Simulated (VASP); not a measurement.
## BaHf2O4: relaxation of cell and atoms with PBE

The system is BaHf2O4.

```
CELL_PARAMETERS angstrom
1.99313 -6.58914 0.00000
1.99313 6.58914 0.00000
0.00000 0.00000 3.93731
ATOMIC_POSITIONS crystal
Ba 0.00000 0.00000 0.00000
Hf 0.41110 0.58890 0.50000
Hf 0.58890 0.41110 0.50000
O 0.18856 0.81144 0.50000
O 0.30441 0.69559 0.00000
O 0.81144 0.18856 0.50000
O 0.69559 0.30441 0.00000
```

```yaml
Program: VASP 6.6.1
Task: relaxation of cell and atoms
Functional: PBE
Potentials_or_basis: VASP PAW PBE potentials, release 64 (Ba_sv, Hf_pv, O)
Cutoff: 600 eV
k_mesh: 4 × 4 × 4
Occupations: gaussian, width 0.2 eV
Spin: no spin polarisation
Dipole_correction: no
Further_INCAR_settings: ALGO = Normal; EDIFF = 1e-06; IBRION = 2; EDIFFG = -0.08; NSW = 36; ISIF = 3
```

* Relaxed volume: 16.02 Å³/atom
* Relaxed cell: a = 6.852 Å, b = 6.852 Å, c = 4.002 Å, α = 90.00°, β = 90.00°, γ = 143.37°
* Space group after relaxing (to 0.05 Å): Cmmm (No. 65)
* Energy gained by relaxing: 3082.3 meV/atom
* Ionic steps: 15
* Pressure after relaxing: 0.1 GPa
* Largest force after relaxing: 0.076 eV/Å
* Band gap on the k mesh: zero (band 27 reaches 5.51 eV, above the bottom of band 28 at 4.39 eV)

Forces on the atoms (eV/Å):
```
Ba   0.000  0.000  0.000
Hf   0.000  0.076  0.000
Hf   0.000 -0.076  0.000
O    0.000 -0.033  0.000
O    0.000 -0.035  0.000
O    0.000  0.033  0.000
O    0.000  0.035  0.000
```

Stress tensor (GPa, compression positive):
```
 0.12  0.00  0.00
 0.00  0.44  0.00
 0.00  0.00 -0.32
```

Step by step:
| step | energy change (eV) | largest force (eV/Å) | pressure (GPa) | volume (Å³) |
| --- | --- | --- | --- | --- |
| 1 | 0.0000 | 16.0610 | 2.68 | 103.42 |
| 2 | -19.2333 | 3.1937 | 0.32 | 106.96 |
| 3 | -20.1705 | 2.2209 | 3.20 | 107.73 |
| 4 | -20.2870 | 2.0613 | 4.19 | 108.05 |
| 5 | -20.7685 | 1.4489 | -2.75 | 114.77 |
| 6 | -20.8125 | 1.5457 | -1.78 | 113.14 |
| 7 | -21.1401 | 1.2134 | -0.54 | 112.15 |
| 8 | -21.3870 | 1.5160 | 1.46 | 110.44 |
| 9 | -21.5320 | 0.5693 | 0.08 | 111.13 |
| 10 | -21.5449 | 0.3639 | -0.35 | 111.40 |
| 11 | -21.5608 | 0.2502 | 0.61 | 110.99 |
| 12 | -21.5634 | 0.1860 | 1.18 | 110.74 |
| 13 | -21.5735 | 0.1169 | 0.12 | 111.78 |
| 14 | -21.5741 | 0.1249 | -0.16 | 112.09 |
| 15 | -21.5763 | 0.0760 | 0.08 | 112.11 |

Final structure:
```
Ba Hf O
1.0
     2.15316   -6.50477    0.00000
     2.15316    6.50477    0.00000
     0.00000    0.00000    4.00209
Ba Hf O
1 2 4
Direct
  0.00000 0.00000 0.00000
  0.33428 0.66572 0.50000
  0.66572 0.33428 0.50000
  0.16974 0.83026 0.50000
  0.36317 0.63683 0.00000
  0.83026 0.16974 0.50000
  0.63683 0.36317 0.00000
```

Levels at points of the mesh, in eV from the Fermi level:
| k point | band 25 | band 26 | band 27 | band 28 | band 29 | band 30 |
| --- | --- | --- | --- | --- | --- | --- |
| (0.00, 0.00, 0.00) | -3.75 | -3.45 | -1.18 | -0.17 | 0.71 | 1.67 |
| (0.50, 0.00, 0.00) | -4.21 | -3.73 | 0.86 | 1.04 | 2.23 | 2.72 |
| (0.50, 0.50, 0.00) | -3.80 | -3.72 | -0.28 | 0.04 | 0.54 | 1.93 |
| (0.00, 0.00, 0.50) | -4.38 | -4.02 | -0.18 | 0.09 | 1.06 | 2.31 |
| (0.50, 0.00, 0.50) | -3.34 | -3.23 | -1.20 | 2.37 | 2.60 | 3.28 |
| (0.50, 0.50, 0.50) | -4.58 | -3.71 | -0.94 | 0.94 | 1.74 | 2.77 |

Run time: 11 min on 1 thread of Intel(R) Xeon(R) 6975P-C (Granite Rapids), on a shared host, peak memory 0.38 GiB.

Caveat: the k points lie up to 0.39 Å⁻¹ apart in the final cell; spin-orbit coupling is left out, which moves the levels of the heavy elements; the relaxation stopped at a loose force limit of 0.08 eV/Å, so its end isn't a converged minimum.
